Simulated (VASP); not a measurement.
Input of a VASP 6.6.1 run:

The input INCAR:

```
SYSTEM = NaCl
  PREC = Accurate
  ENCUT = 520
  EDIFF = 1E-6
  ISMEAR = 0
  SIGMA = 0.01
  LREAL = .False.
  LASPH = .True.
  NELM = 80
  ALGO = Normal
  ISIF = 2
  LWAVE = .False.
  LCHARG = .True.
  GGA = PE
  LELF = .True.
  LVHAR = .True.
  NBANDS = 14
```

KPOINTS

```
regular mesh
0
Gamma
  4 4 4
  0 0 0
```

POSCAR

```
NaCl
1.0
    0.0000000000      2.7466448489      2.8297737235
    2.7466448489      0.0000000000      2.8297737235
    2.7466448489      2.7466448489      0.0000000000
Na Cl
1 1
Direct
    0.0000000000      0.0000000000      0.0000000000
    0.5000000000      0.5000000000      0.5000000000
```

Potentials or basis: VASP PAW PBE potentials, release 64 (Na_pv, Cl).

Command:

```bash
$ cat potpaw_PBE.64/Na_pv/POTCAR potpaw_PBE.64/Cl/POTCAR > POTCAR
$ mpirun -np 1 vasp_std > vasp.out
```

What does it give for the band gap on the k mesh?

5.29 eV, direct.

Estimate the pressure.

2.3 GPa.

Stress tensor (GPa, compression positive):
```
2.83 0.00 0.00
0.00 2.83 0.00
0.00 0.00 1.26
```

Caveat: the k points lie up to 0.49 Å⁻¹ apart; the cell differs from its parent crystal (epitaxial xy strain -2.0%).
